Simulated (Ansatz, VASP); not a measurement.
**One calculation of TePb, two programs**

```
Te Pb
1.0
     0.03227    3.24314    3.24314
     3.24314    0.03227    3.24314
     3.24314    3.24314    0.03227
Te Pb
1 1
Direct
  0.50000 0.50000 0.50000
  0.00000 0.00000 0.00000
```

Change from the starting cell: equal xy, yz and zx shear strains of +1 %, crystal datasets.

Alike in both runs: task electric field gradients; functional PBEsol; k mesh 10 × 10 × 10; occupations fermi-dirac, width 0.03 eV; no spin polarisation.

|  | VASP | Ansatz |
| --- | --- | --- |
| version | VASP 6.6.1 | Ansatz 0.2.0 |
| potentials or method | VASP PAW PBE potentials, release 64 (Te, Pb_d), cutoff 520 eV | all-electron PAW with datasets made for the crystal, scalar-relativistic |

Ansatz gave:

| Item | Value |
| --- | --- |
| pressure (GPa) | -0.2 |
| traceless stress, the component that is largest in VASP (GPa) | -0.15 |
| size of Vzz on the site where it differs most (V/Å²) | 1.8 |

Estimate VASP's values.

pressure (GPa): -0.3; traceless stress, the component that is largest in VASP (GPa): -0.15; size of Vzz on the site where it differs most (V/Å²): 0.6.

VASP's potentials were made for PBE, not for PBEsol. Ansatz ran all-electron here, and VASP with PAW potentials.

Neither program's run includes spin-orbit coupling.
